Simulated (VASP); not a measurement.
Input of a VASP 6.6.1 run:

INCAR

```
SYSTEM = GaAs
PREC = Accurate
ENCUT = 520
EDIFF = 1E-7
ISMEAR = -1
SIGMA = 0.05
LREAL = .FALSE.
LASPH = .TRUE.
NELM = 100
ALGO = Normal
ISIF = 2
LWAVE = .FALSE.
LCHARG = .TRUE.
GGA = PE
LELF = .TRUE.
LVHAR = .TRUE.
NBANDS = 16
```

The input KPOINTS:

```
regular mesh
0
G
  11 11 11
  0 0 0
```

File POSCAR:

```
GaAs
1.0
    0.0000000000      2.8268500000      2.8833870000
    2.8268500000      0.0000000000      2.8833870000
    2.8268500000      2.8268500000      0.0000000000
Ga As
1 1
Direct
    0.0000000000      0.0000000000      0.0000000000
    0.7500000000      0.7500000000      0.7500000000
```

Potentials or basis: VASP PAW PBE potentials, release 64 (Ga_d, As).

Run with:

```bash
$ cat potpaw_PBE.64/Ga_d/POTCAR potpaw_PBE.64/As/POTCAR > POTCAR
$ mpirun -np 1 vasp_std > vasp.out
```

Question: Predict the band gap on the k mesh.

Answer: 0.33 eV.

Question: Predict the pressure.

Answer: 2.0 GPa.

Stress tensor (GPa, compression positive):
```
2.43 0.00 0.00
0.00 2.43 0.00
0.00 0.00 1.24
```

Caveat: the cell differs from its parent crystal (zz strain of +2 %).
